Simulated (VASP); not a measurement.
Here is a VASP 6.6.1 calculation.

Contents of POSCAR:

```
MgO
1.0
    2.9230552965      0.0000000000      0.0000000000
   -1.4615276482      2.5314401434      0.0000000000
    0.0000000000      0.0000000000      5.0921016473
Mg O
2 2
Direct
    0.0000000000      0.0000000000      0.0000000000
    0.0000000000      0.0000000000      0.5000000000
    0.3333333333      0.6666666667      0.2500000000
    0.6666666667      0.3333333333      0.7500000000
```

File INCAR.step1:

```
PREC     = Accurate       # precision mode
ENCUT    = 520            # plane-wave cutoff, eV
EDIFF    = 1E-5           # SCF threshold, eV
ISMEAR   = 0              # smearing method
SIGMA    = 0.01           # smearing width, eV
LREAL    = False          # projectors in reciprocal space
LASPH    = True           # aspherical terms in the spheres
NELM     = 60             # most SCF steps
ALGO     = Normal         # electronic algorithm
ISIF     = 2              # what is computed and relaxed
LWAVE    = True           # write WAVECAR
LCHARG   = False          # write CHGCAR
NBANDS   = 16             # bands
GGA      = PE             # functional
```

INCAR.step2

```
PREC     = Accurate       # precision mode
ENCUT    = 520            # plane-wave cutoff, eV
EDIFF    = 1E-6           # SCF threshold, eV
ISMEAR   = 0              # smearing method
SIGMA    = 0.01           # smearing width, eV
LREAL    = False          # projectors in reciprocal space
LASPH    = True           # aspherical terms in the spheres
NELM     = 60             # most SCF steps
ALGO     = Normal         # electronic algorithm
ISIF     = 2              # what is computed and relaxed
LWAVE    = False          # write WAVECAR
LCHARG   = False          # write CHGCAR
GGA      = PE             # functional
LHFCALC  = True           # exact exchange
HFSCREEN = 0.2079         # screening, 1/A
PRECFOCK = Normal       
NBANDS   = 16             # bands
ISTART   = 1
```

The input KPOINTS:

```
Automatic mesh
0
Gamma
  6 6 2
```

Potentials or basis: VASP PAW PBE potentials, release 64 (Mg, O).

Launch:

```console
$ cat potpaw_PBE.64/Mg/POTCAR potpaw_PBE.64/O/POTCAR > POTCAR
$ cp INCAR.step1 INCAR
$ mpirun -np 1 vasp_std > vasp.out
$ cp INCAR.step2 INCAR
$ mpirun -np 1 vasp_std > vasp.out
```

(1) Predict the pressure.

(2) Predict the band gap on the k mesh.

## Answers

(1) -0.6 GPa.

(2) 6.16 eV.

Caveat: the k points lie up to 0.62 Å⁻¹ apart; the PAW data sets were made with another functional, which shifts forces and pressure a little.
